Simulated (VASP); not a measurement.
Runs of VASP 6.6.1 on AlAs. The structure is that of space group F-43m (No. 216), or close to it. The cells are those of the table. 

| cell | gap on the mesh (eV) | pressure (GPa) |
| --- | --- | --- |
| a = 3.791 Å, angles 60.0, 60.0, 90.0°, 2 atoms | 1.02 | 15.6 |
| a = 3.947 Å, angles 60.0, 60.0, 90.0°, 2 atoms | 1.27 | 2.4 |
| a = 3.843 Å, angles 60.0, 60.0, 90.0°, 2 atoms | (b) | 10.5 |
| a = 4.017 Å, angles 60.0, 60.0, 90.0°, 2 atoms | (c) | (d) |
| a = 3.917 Å, angles 60.0, 60.0, 90.0°, 2 atoms | 1.22 | (a) |
| a = 3.878 Å, angles 60.0, 60.0, 90.0°, 2 atoms | 1.17 | 7.5 |

Alike in all rows: task single point; level LDA; potentials or basis VASP PAW LDA potentials, release 64 (Al, As); no spin polarisation; k mesh 8 × 8 × 8; cutoff (eV) 500; smearing gaussian 0.01 eV.

Estimate the missing entries.

(a) 4.4; (b) 1.11; (c) 1.36; (d) -1.7.

A k mesh can miss the band edges, and the runs leave out spin-orbit coupling on As.
